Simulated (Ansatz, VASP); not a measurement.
MoS2 in VASP and in Ansatz

```xyz
3
Lattice="3.2275 0.0000 0.0000 -1.6137 2.7951 0.0000 0.0000 0.0000 6.3125" Properties=species:S:1:pos:R:3 pbc="T T T"
Mo    0.0000    0.0000    3.1562
S     1.6137    0.9317    4.7008
S     0.0000    1.8634    1.6117
```

Alike in both runs: task single point; functional PBE-based screened hybrid; k mesh 5 × 5 × 2; occupations fermi-dirac, width 0.05 eV; no spin polarisation.

|  | VASP | Ansatz |
| --- | --- | --- |
| version | VASP 6.6.1 | Ansatz 0.2.0 |
| potentials or method | VASP PAW PBE potentials, release 64 (Mo_sv, S) | Ansatz PAW |
| plane-wave cutoff (eV) | 520 | 420 |
| valence electrons in the cell | 26 | 26 |

Ansatz gave:

- gap on the k mesh at the Fermi level (eV): none
- pressure (GPa): -7.3
- traceless stress, the component that is largest in VASP (GPa): 0.62
- rms of the force components (eV/Å): 0.372

What did VASP give for the same quantities?

gap on the k mesh at the Fermi level (eV): none; pressure (GPa): -7.6; traceless stress, the component that is largest in VASP (GPa): 0.53; rms of the force components (eV/Å): 0.390.

VASP's potentials were made for PBE, not for PBE-based screened hybrid. Atom by atom the forces differ by 0.019 eV/Å (rms over components). A gap of «none» marks a metal or a gap that the smearing closes. With one functional, cell and mesh, what is left measures potentials, basis and numerics.

The k mesh is coarse, so the values compare programs but aren't converged.
